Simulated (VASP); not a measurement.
Set up this calculation in VASP 6.6.1, as the native input.

* Task: single point
* Functional: PBEsol
* Potentials or basis: VASP PAW PBE potentials, release 64 (Rh_pv)
* Cutoff: 520 eV
* k mesh: 24 × 24 × 12
* Occupations: gaussian, width 0.1 eV
* Spin: no spin polarisation
* Dipole correction: no
* Further INCAR settings: ALGO = Fast; EDIFF = 1e-06; NBANDS = 22

The structure of Rh lies in POSCAR:

```
Rh
1.0
    2.7489179320      0.0000000000      0.0000000000
   -1.3744589660      2.3806327620      0.0000000000
    0.0000000000      0.0000000000      4.0692790291
Rh
2
Direct
    0.6666666257      0.3333333743      0.7500000000
    0.3333333743      0.6666666257      0.2500000000
```

This cell differs from its parent crystal: uniaxial strain along c: -6.0 %, then relaxed in part.

One way to write it, as run:

INCAR

```
ALGO = Fast
EDIFF = 1E-6
ENCUT = 520
GGA = PS
ISIF = 2
ISMEAR = 0
LASPH = T
LCHARG = F
LREAL = F
LWAVE = F
NBANDS = 22
NELM = 100
PREC = Accurate
SIGMA = 0.1
```

KPOINTS

```
k-points
0
Gamma
  24 24 12
```

Potentials or basis: VASP PAW PBE potentials, release 64 (Rh_pv).

The run is started by

```sh
$ cat potpaw_PBE.64/Rh_pv/POTCAR > POTCAR
$ mpirun -np 1 vasp_std > vasp.out
```

Results of the run:

| Property | Result |
| --- | --- |
| Pressure | 8.2 GPa |
| Band gap on the k mesh | zero (band 15 reaches 12.99 eV, above the bottom of band 16 at 10.78 eV) |

Caveat: the cell differs from its parent crystal (uniaxial strain along c: -6.0 %, then relaxed in part); the PAW data sets were made with another functional, which shifts forces and pressure a little.

It took 72 s on 1 thread of Intel(R) Xeon(R) 6975P-C (Granite Rapids), with other jobs on the host, peak memory 0.29 GiB.
